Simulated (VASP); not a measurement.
# KCl in VASP: notebook, part 2 of 3

VASP 6.6.1. The steps go on from the part before.

**4. Electric field gradients, PBEsol (volume scaled by 1.06)**

The input, INCAR:

```
PREC = Accurate
ENCUT = 520
EDIFF = 1E-8
ISMEAR = -1
SIGMA = 0.01
LREAL = F
LASPH = T
NELM = 60
ALGO = Normal
ISIF = 2
LWAVE = F
LCHARG = F
GGA = PS
LEFG = T
NBANDS = 15
```

The input, KPOINTS:

```
regular mesh
0
Gamma
  7 7 7
```

The input, POSCAR:

```
KCl
1.0
    3.7052729967      0.0000000000      0.0000000000
    0.0000000000      3.7052729967      0.0000000000
    0.0000000000      0.0000000000      3.7052729967
K Cl
1 1
Direct
    0.0000000000      0.0000000000      0.0000000000
    0.5000000000      0.5000000000      0.5000000000
```

Potentials or basis: VASP PAW PBE potentials, release 64 (K_sv, Cl).

Started as:

```sh
$ cat potpaw_PBE.64/K_sv/POTCAR potpaw_PBE.64/Cl/POTCAR > POTCAR
$ mpirun -np 1 vasp_std > vasp.out
```

OUTCAR:

```text
PREC = Accurate
   ENCUT = 520
   EDIFF = 1E-8
   ISMEAR = -1
   LREAL = F
   LASPH = T
   NELM = 60
   ISIF = 2
   GGA = PS

 ion  position               nearest neighbor table
   1  0.000  0.000  0.000-   2 3.21   2 3.21   2 3.21   2 3.21   2 3.21   2 3.21   2 3.21   2 3.21

   2  0.500  0.500  0.500-   1 3.21   1 3.21   1 3.21   1 3.21   1 3.21   1 3.21   1 3.21   1 3.21

  LATTYP: Found a simple cubic cell.
 ALAT       =     3.7052729967

  Lattice vectors:

 A1 = (   3.7052729967,   0.0000000000,   0.0000000000)
 A2 = (   0.0000000000,   3.7052729967,   0.0000000000)
 A3 = (   0.0000000000,   0.0000000000,   3.7052729967)

Analysis of symmetry for initial positions (statically):
=====================================================================
 Subroutine PRICEL returns:
 Original cell was already a primitive cell.

 Routine SETGRP: Setting up the symmetry group for a
 simple cubic supercell.

 Subroutine GETGRP returns: Found 48 space group operations
 (whereof 48 operations were pure point group operations)
 out of a pool of 48 trial point group operations.

The static configuration has the point symmetry O_h .

Analysis of symmetry for dynamics (positions and initial velocities):
=====================================================================
 Subroutine PRICEL returns:
 Original cell was already a primitive cell.

 Routine SETGRP: Setting up the symmetry group for a
 simple cubic supercell.

 Subroutine GETGRP returns: Found 48 space group operations
 (whereof 48 operations were pure point group operations)
 out of a pool of 48 trial point group operations.

The dynamic configuration has the point symmetry O_h .

 Subroutine INISYM returns: Found 48 space group operations
 (whereof 48 operations are pure point group operations),
 and found     1 'primitive' translations

----------------------------------------------------------------------------------------

                                     Primitive cell

  volume of cell :      50.8699

  direct lattice vectors                    reciprocal lattice vectors
     3.705272997  0.000000000  0.000000000     0.269885647  0.000000000  0.000000000
     0.000000000  3.705272997  0.000000000     0.000000000  0.269885647  0.000000000
     0.000000000  0.000000000  3.705272997     0.000000000  0.000000000  0.269885647

  length of vectors
     3.705272997  3.705272997  3.705272997     0.269885647  0.269885647  0.269885647

  position of ions in fractional coordinates (direct lattice)
     0.000000000  0.000000000  0.000000000
     0.500000000  0.500000000  0.500000000

  ion indices of the primitive-cell ions
   primitive index   ion index
                 1           1
                 2           2

----------------------------------------------------------------------------------------

 KPOINTS: regular mesh

Automatic generation of k-mesh.
 Grid dimensions read from file:
 generate k-points for:    7    7    7

 Generating k-lattice:

  Cartesian coordinates                     Fractional coordinates (reciprocal lattice)
[... 76 lines left out ...]
  volume/ion in A,a.u.               =      25.43       171.64
  Fermi-wavevector in a.u.,A,eV,Ry     =   1.113340  2.103908 16.864785  1.239527
  Thomas-Fermi vector in A             =   2.249924
   LORBIT       =      0    0 simple, 1 ext, 2 COOP (PROOUT), +10 PAW based schemes
   GGA     = PS    functional components
   LHFCALC =     F    Hartree Fock is set to
   AEXX    =    0.0000 exact exchange contribution
   IVDW    =     0    specifies the selected vdW correction
   LEPSILON=     F    determine dielectric tensor
   LRPA    =     F    only Hartree local field effects (RPA)
 non-spin polarized calculation
  energy-cutoff  :      520.00
  volume of cell :       50.87
 maximum number of plane-waves:      1385
 NGX is ok and might be reduce to    28
   NGX = 13   NGY = 13   NGZ = 13

 number of electron      15.9999993 magnetization

 Free energy of the ion-electron system (eV)
  ---------------------------------------------------
  ext. energy  EPLUGINS =         0.00000000
  ---------------------------------------------------
  free energy    TOTEN  =        -6.91190748 eV

  energy without entropy =       -6.91190748  energy(sigma->0) =       -6.91190748

 E-fermi :  -0.1550     XC(G=0):  -8.7552

 val. band max:       -0.3759381704   @ k =   0.4286   0.4286   0.0000
 cond. band min:       4.7274018097   @ k =   0.0000   0.0000   0.0000
 fundamental gap:      5.1033399801
 Fermi energy:        -0.1549865723

 k-point     1 :       0.0000    0.0000    0.0000
  band No.  band energies     occupation
      1     -28.0712      2.00000
      2     -13.1157      2.00000
      3     -11.4984      2.00000
      4     -11.4984      2.00000
      5     -11.4984      2.00000
      6      -0.5762      2.00000
      7      -0.5762      2.00000
      8      -0.5762      2.00000
      9       4.7274      0.00000
     10       5.9674      0.00000
     11       5.9674      0.00000
     12      10.5502      0.00000
     13      10.5502      0.00000
     14      10.5502      0.00000
[... 329 lines left out ...]
      2     -12.6124      2.00000
      3     -11.7252      2.00000
      4     -11.7244      2.00000
      5     -11.7244      2.00000
      6      -1.8979      2.00000
      7      -1.8979      2.00000
      8      -1.8433      2.00000
      9       8.1853      0.00000
     10       8.5186      0.00000
     11       8.5186      0.00000
     12       9.8903      0.00000
     13       9.9808      0.00000
     14       9.9808      0.00000
     15      12.5760      0.00000

------------------------ aborting loop because EDIFF is reached ----------------------------------------

  FORCE on cell =-STRESS in cart. coord.  units (eV):
  Direction    XX          YY          ZZ          XY          YZ          ZX
  --------------------------------------------------------------------------------------
  -------------------------------------------------------------------------------------
  Total        0.2145783      0.2145783      0.2145783      0.0000000      0.0000000      0.0000000
  in kB        6.7582735      6.7582735      6.7582735      0.0000000      0.0000000      0.0000000
  external PRESSURE =       6.7582735 kB  Pullay stress =       0.0000000 kB

 VOLUME and BASIS-vectors are now :
 -----------------------------------------------------------------------------
  energy-cutoff  :      520.00
  volume of cell :       50.87
      direct lattice vectors                 reciprocal lattice vectors
     3.705272997  0.000000000  0.000000000     0.269885647  0.000000000  0.000000000
     0.000000000  3.705272997  0.000000000     0.000000000  0.269885647  0.000000000
     0.000000000  0.000000000  3.705272997     0.000000000  0.000000000  0.269885647

 POSITION                                       TOTAL-FORCE (eV/Angst)
 -----------------------------------------------------------------------------------
      0.00000      0.00000      0.00000         0.000000      0.000000      0.000000
      1.85264      1.85264      1.85264         0.000000      0.000000      0.000000
 -----------------------------------------------------------------------------------
    total drift:                               -0.000000      0.000000      0.000000

  FREE ENERGIE OF THE ION-ELECTRON SYSTEM (eV)
  ---------------------------------------------------
  free  energy   TOTEN  =        -6.9119074807 eV

  energy  without entropy=       -6.9119074807  energy(sigma->0) =       -6.91190748

 Electric field gradients (V/A^2)
---------------------------------------------------------------------
 ion       V_xx      V_yy      V_zz      V_xy      V_xz      V_yz
---------------------------------------------------------------------
   1      -0.000    -0.000     0.000     0.000    -0.000     0.000
   2      -0.000    -0.000    -0.000     0.000    -0.000    -0.000
---------------------------------------------------------------------

 Electric field gradients after diagonalization (V/A^2)
 (convention: |V_zz| > |V_xx| > |V_yy|)
----------------------------------------------------------------------
 ion       V_xx      V_yy      V_zz     asymmetry (V_yy - V_xx)/ V_zz
----------------------------------------------------------------------
   1      -0.000    -0.000     0.000       0.343
   2      -0.000    -0.000    -0.000      -0.120
----------------------------------------------------------------------

           NMR quadrupolar parameters

 Cq : quadrupolar parameter    Cq=e*Q*V_zz/h
 eta: asymmetry parameters     (V_yy - V_xx)/ V_zz
 Q  : nuclear electric quadrupole moment in mb (millibarn)
----------------------------------------------------------------------
 ion       Cq(MHz)       eta       Q (mb)
----------------------------------------------------------------------
   1       0.000       0.343       1.000
   2      -0.000      -0.120       1.000
----------------------------------------------------------------------
```

OSZICAR:

```text
N       E                     dE             d eps       ncg     rms          rms(c)
DAV:   1     0.100221800651E+03    0.10022E+03   -0.72082E+03   600   0.978E+02
DAV:   2    -0.176959523688E+01   -0.10199E+03   -0.94551E+02   784   0.245E+02
DAV:   3    -0.701010688206E+01   -0.52405E+01   -0.52172E+01   819   0.487E+01
DAV:   4    -0.716338836293E+01   -0.15328E+00   -0.15325E+00   864   0.768E+00
DAV:   5    -0.716465868195E+01   -0.12703E-02   -0.12703E-02   868   0.740E-01    0.326E+00
DAV:   6    -0.694060424378E+01    0.22405E+00   -0.22384E-01   747   0.321E+00    0.275E+00
DAV:   7    -0.691112060265E+01    0.29484E-01   -0.69246E-02   810   0.190E+00    0.160E+00
DAV:   8    -0.691177420881E+01   -0.65361E-03   -0.15276E-02   798   0.950E-01    0.222E-01
DAV:   9    -0.691174443943E+01    0.29769E-04   -0.61636E-04   789   0.168E-01    0.944E-02
DAV:  10    -0.691190979159E+01   -0.16535E-03   -0.21986E-04   677   0.120E-01    0.305E-02
DAV:  11    -0.691190617669E+01    0.36149E-05   -0.18560E-05   845   0.334E-02    0.123E-02
DAV:  12    -0.691190764952E+01   -0.14728E-05   -0.10752E-06   656   0.819E-03    0.237E-03
DAV:  13    -0.691190755015E+01    0.99372E-07   -0.65675E-08   818   0.191E-03    0.760E-04
DAV:  14    -0.691190745482E+01    0.95334E-07   -0.91451E-09   590   0.835E-04    0.118E-04
DAV:  15    -0.691190747147E+01   -0.16656E-07   -0.10669E-09   503   0.286E-04    0.125E-04
DAV:  16    -0.691190748069E+01   -0.92155E-08   -0.27505E-10   391   0.124E-04
   1 F= -.69119075E+01 E0= -.69119075E+01  d E =-.410011E-11
```

stdout:

```text
POSCAR found type information on POSCAR K Cl
 POSCAR found :  2 types and       2 ions
 scaLAPACK will be used
 -----------------------------------------------------------------------------
|                                                                             |
|                                                                             |
|     You enforced a specific xc type in the INCAR file but a different       |
|     I HOPE YOU KNOW WHAT YOU ARE DOING!                                     |
|                                                                             |
 -----------------------------------------------------------------------------

 LDA part: xc-table for (Slater+PW92), standard interpolation
 POSCAR, INCAR and KPOINTS ok, starting setup
 FFT: planning ... GRIDC
 FFT: planning ... GRID_SOFT
 FFT: planning ... GRID
 WAVECAR not read
 entering main loop
ion   1

ion   2
```

It took 13 s on 1 thread of Intel Xeon Platinum 8259CL at 2.50GHz (Skylake/Cascade Lake), shared host; peak memory 0.15 GiB.

What came out:

```
Free energy            : -6.9119 eV
Pressure               : 0.7 GPa
Band gap on the k mesh : 5.10 eV, indirect (least direct gap 5.30 eV)
```

Levels at points of the mesh, in eV from the valence-band top:
```
           k point  band 6  band 7  band 8  band 9  band 10  band 11
(0.00, 0.00, 0.00)   -0.20   -0.20   -0.20    5.10     6.34     6.34
```

Caveat: without QUAD_EFG the Cq values of the log hold for a quadrupole moment of 1 mb, not for the nuclei; the PAW data sets were made with another functional, which shifts forces and pressure a little. A k mesh can miss the band edges.

**5. Electric field gradients, PBEsol (zz strain of +2 %)**

The input, INCAR:

```
SYSTEM = KCl
  PREC = Accurate
  ENCUT = 520
  EDIFF = 1E-8
  ISMEAR = -1
  SIGMA = 0.01
  LREAL = .False.
  LASPH = .True.
  NELM = 80
  ALGO = Normal
  ISIF = 2
  LWAVE = .False.
  LCHARG = .False.
  GGA = PS
  LEFG = .True.
  NBANDS = 15
```

The input, KPOINTS:

```
Automatic mesh
0
Gamma
  7 7 7
  0 0 0
```

The input, POSCAR:

```
KCl
1.0
    3.6340000000      0.0000000000      0.0000000000
    0.0000000000      3.6340000000      0.0000000000
    0.0000000000      0.0000000000      3.7066800000
K Cl
1 1
Direct
    0.0000000000      0.0000000000      0.0000000000
    0.5000000000      0.5000000000      0.5000000000
```

Potentials or basis: VASP PAW PBE potentials, release 64 (K_sv, Cl).

Started as:

```sh
$ cat potpaw_PBE.64/K_sv/POTCAR potpaw_PBE.64/Cl/POTCAR > POTCAR
$ mpirun -np 1 vasp_std > vasp.out
```

OUTCAR:

```text
SYSTEM = KCl
   PREC = Accurate
   ENCUT = 520
   EDIFF = 1E-8
   ISMEAR = -1
   LREAL = .False.
   LASPH = .True.
   NELM = 80
   ISIF = 2
   GGA = PS

 ion  position               nearest neighbor table
   1  0.000  0.000  0.000-   2 3.17   2 3.17   2 3.17   2 3.17   2 3.17   2 3.17   2 3.17   2 3.17

   2  0.500  0.500  0.500-   1 3.17   1 3.17   1 3.17   1 3.17   1 3.17   1 3.17   1 3.17   1 3.17

  LATTYP: Found a simple tetragonal cell.
 ALAT       =     3.6340000000
 C/A-ratio  =     1.0200000000

  Lattice vectors:

 A1 = (   3.6340000000,   0.0000000000,   0.0000000000)
 A2 = (   0.0000000000,   3.6340000000,   0.0000000000)
 A3 = (   0.0000000000,   0.0000000000,   3.7066800000)

Analysis of symmetry for initial positions (statically):
=====================================================================
 Subroutine PRICEL returns:
 Original cell was already a primitive cell.

 Routine SETGRP: Setting up the symmetry group for a
 simple tetragonal supercell.

 Subroutine GETGRP returns: Found 16 space group operations
 (whereof 16 operations were pure point group operations)
 out of a pool of 16 trial point group operations.

The static configuration has the point symmetry D_4h.

Analysis of symmetry for dynamics (positions and initial velocities):
=====================================================================
 Subroutine PRICEL returns:
 Original cell was already a primitive cell.

 Routine SETGRP: Setting up the symmetry group for a
 simple tetragonal supercell.

 Subroutine GETGRP returns: Found 16 space group operations
 (whereof 16 operations were pure point group operations)
 out of a pool of 16 trial point group operations.

[... 169 lines left out ...]
     13      10.8103      0.00000
     14      10.9709      0.00000
[... 401 lines left out ...]
      2     -12.9025      2.00000
      3     -11.4417      2.00000
      4     -11.2793      2.00000
      5     -11.1378      2.00000
      6      -1.8576      2.00000
      7      -1.2026      2.00000
      8      -0.2072      2.00000
      9       6.7526      0.00000
     10       7.6308      0.00000
     11       9.3948      0.00000
     12       9.7814      0.00000
     13       9.7931      0.00000
     14      10.8487      0.00000
     15      12.4945      0.00000

 [... further k-points ...]
[... 5 lines left out ...]
  --------------------------------------------------------------------------------------
  -------------------------------------------------------------------------------------
  Total        0.6330233      0.6330233      0.3346304      0.0000000      0.0000000      0.0000000
  in kB       20.7193139     20.7193139     10.9526946      0.0000000      0.0000000      0.0000000
  external PRESSURE =      17.4637741 kB  Pullay stress =       0.0000000 kB

 VOLUME and BASIS-vectors are now :
 -----------------------------------------------------------------------------
  energy-cutoff  :      520.00
  volume of cell :       48.95
      direct lattice vectors                 reciprocal lattice vectors
     3.634000000  0.000000000  0.000000000     0.275178866  0.000000000  0.000000000
     0.000000000  3.634000000  0.000000000     0.000000000  0.275178866  0.000000000
     0.000000000  0.000000000  3.706680000     0.000000000  0.000000000  0.269783202

 POSITION                                       TOTAL-FORCE (eV/Angst)
 -----------------------------------------------------------------------------------
      0.00000      0.00000      0.00000         0.000000      0.000000      0.000000
      1.81700      1.81700      1.85334         0.000000      0.000000      0.000000
 -----------------------------------------------------------------------------------
    total drift:                               -0.000000      0.000000      0.000000

  FREE ENERGIE OF THE ION-ELECTRON SYSTEM (eV)
  ---------------------------------------------------
  free  energy   TOTEN  =        -6.8950924332 eV

  energy  without entropy=       -6.8950924332  energy(sigma->0) =       -6.89509243

 Electric field gradients (V/A^2)
---------------------------------------------------------------------
 ion       V_xx      V_yy      V_zz      V_xy      V_xz      V_yz
---------------------------------------------------------------------
   1       1.300     1.300    -2.600    -0.000    -0.000    -0.000
   2      -2.527    -2.527     5.053     0.000     0.000    -0.000
---------------------------------------------------------------------

 Electric field gradients after diagonalization (V/A^2)
 (convention: |V_zz| > |V_xx| > |V_yy|)
----------------------------------------------------------------------
 ion       V_xx      V_yy      V_zz     asymmetry (V_yy - V_xx)/ V_zz
----------------------------------------------------------------------
   1       1.300     1.300    -2.600       0.000
   2      -2.527    -2.527     5.053       0.000
----------------------------------------------------------------------

           NMR quadrupolar parameters

 Cq : quadrupolar parameter    Cq=e*Q*V_zz/h
 eta: asymmetry parameters     (V_yy - V_xx)/ V_zz
 Q  : nuclear electric quadrupole moment in mb (millibarn)
----------------------------------------------------------------------
 ion       Cq(MHz)       eta       Q (mb)
----------------------------------------------------------------------
   1      -0.006       0.000       1.000
   2       0.012       0.000       1.000
----------------------------------------------------------------------
```

Wall time 23 s (1 thread of Intel Xeon Platinum 8488C (Sapphire Rapids), shared host); peak memory 0.17 GiB.

Results:

- Free energy: -6.8951 eV
- Pressure: 1.7 GPa
- Band gap on the k mesh: 5.25 eV, indirect (least direct gap 5.45 eV)

Stress tensor (GPa, compression positive):
```
2.07 0.00 0.00
0.00 2.07 0.00
0.00 0.00 1.10
```

Levels at points of the mesh, in eV from the valence-band top:
| k point | band 6 | band 7 | band 8 | band 9 | band 10 | band 11 |
| --- | --- | --- | --- | --- | --- | --- |
| (0.00, 0.00, 0.00) | -0.32 | -0.20 | -0.20 | 5.25 | 6.21 | 6.29 |

Electric field gradients, principal values (V/Å²):
| atom | least | middle | greatest (by size) |
| --- | --- | --- | --- |
| 1 K | 1.300 | 1.300 | -2.600 |
| 2 Cl | -2.527 | -2.527 | 5.053 |

Caveat: the cell differs from its parent crystal (zz strain of +2 %); without QUAD_EFG the Cq values of the log hold for a quadrupole moment of 1 mb, not for the nuclei; the PAW data sets were made with another functional, which shifts forces and pressure a little.

(Part 2 of 3 ends here.)
